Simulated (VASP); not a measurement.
Here is a VASP 6.6.1 calculation.

Contents of INCAR:

```
  PREC = Accurate
  ENCUT = 500
  EDIFF = 1E-6
  ISMEAR = 0
  SIGMA = 0.05
  LREAL = False
  LASPH = True
  NELM = 120
  ALGO = Normal
  ISIF = 2
  LWAVE = False
  LCHARG = True
  GGA = PE
  LELF = True
  LVHAR = True
  NBANDS = 15
  GGA_COMPAT = False
```

File KPOINTS:

```
Automatic mesh
0
Gamma
  6 6 6
```

File POSCAR:

```
CsI
1.0
    4.5667000000      0.0000000000      0.0000000000
    0.0000000000      4.5667000000      0.0000000000
    0.0000000000      0.0000000000      4.5438665000
Cs I
1 1
Direct
    0.0000000000      0.0000000000      0.0000000000
    0.5000000000      0.5000000000      0.5000000000
```

Potentials or basis: VASP PAW PBE potentials, release 64 (Cs_sv, I).

The run is started by

```bash
$ cat potpaw_PBE.64/Cs_sv/POTCAR potpaw_PBE.64/I/POTCAR > POTCAR
$ mpirun -np 1 vasp_std > vasp.out
```

(1) Estimate the band gap on the k mesh.

(2) Estimate the pressure.

## Answers

(1) 3.88 eV (least direct gap 3.96 eV).

(2) 0.9 GPa.

Caveat: the cell differs from its parent crystal (strain -0.0050 x Voigt [0, 0, 1, 0, 0, 0]); spin-orbit coupling is left out, which moves the levels of the heavy elements.
